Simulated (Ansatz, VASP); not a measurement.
## One calculation of MoSe, two programs

The input INCAR:

```
SYSTEM = MoSe
  PREC = Accurate
  ENCUT = 520
  EDIFF = 1E-6
  ISMEAR = 0
  SIGMA = 0.1
  LREAL = .False.
  LASPH = .True.
  NELM = 150
  ALGO = Normal
  ISIF = 2
  LWAVE = .False.
  LCHARG = .False.
  LMAXMIX = 4
  LDAU = .True.
  LDAUTYPE = 2
  LDAUL = 2 -1
  LDAUU = 4.38 0
  LDAUJ = 0 0
  LDAUPRINT = 1
  GGA = PE
  NBANDS = 17
```

The input KPOINTS:

```
regular mesh
0
Gamma
  12 12 12
  0 0 0
```

Contents of POSCAR:

```
MoSe
1.0
    3.5333486654      0.0000000000      0.0000000000
    0.0000000000      3.5333486654      0.0000000000
    0.0000000000      0.0000000000      3.5333486654
Mo Se
1 1
Direct
    0.0000000000      0.0000000000      0.0000000000
    0.5000000000      0.5000000000      0.5000000000
```

Input for Ansatz:

```yaml
crystal:
  lattice:
    - [3.5333486654, 0.0, 0.0]
    - [0.0, 3.5333486654, 0.0]
    - [0.0, 0.0, 3.5333486654]
  atoms:
    - { symbol: Mo, position: [0.0, 0.0, 0.0] }
    - { symbol: Se, position: [0.5, 0.5, 0.5] }
basis:
  ecutwfc: 420
kpoints:
  mp_grid: { grid: [12, 12, 12] }
hamiltonian:
  xc: pbe
  hubbard: { sites: [{ species: Mo, l: d, u_eff: 4.38 }] }
scf:
  occupations: { method: gaussian, width: 0.1 }
output:
  forces: true
  stress: true
  eigenvalues: true
  write_density: true
  write_potential: true
  elf: true
  volumetric_format: npy
```

Alike in both runs: task single point; functional PBE; k mesh 12 × 12 × 12; occupations gaussian, width 0.1 eV; no spin polarisation; Hubbard terms Mo d U = 4.38 eV.

|  | VASP | Ansatz |
| --- | --- | --- |
| version | VASP 6.6.1 | Ansatz 0.2.0 |
| potentials or method | VASP PAW PBE potentials, release 64 (Mo_sv, Se), cutoff 520 eV | scalar-relativistic, plane waves, PAW |
| valence electrons in the cell | 20 | 30 |

VASP gave:

```
gap on the k mesh at the Fermi level (eV) : 0.70
least direct gap on the mesh (eV)         : 0.90
pressure (GPa)                            : -12.1
```

**Question.** What did Ansatz give for the same quantities?

**Answer.** gap on the k mesh at the Fermi level (eV): 0.92; least direct gap on the mesh (eV): 1.09; pressure (GPa): -11.0.

The programs project onto different local orbitals, so the same U acts differently, and such runs can settle in different states. VASP's potentials hold 20 valence electrons a cell and Ansatz's 30, so a difference there can come from the potentials and not from the codes.
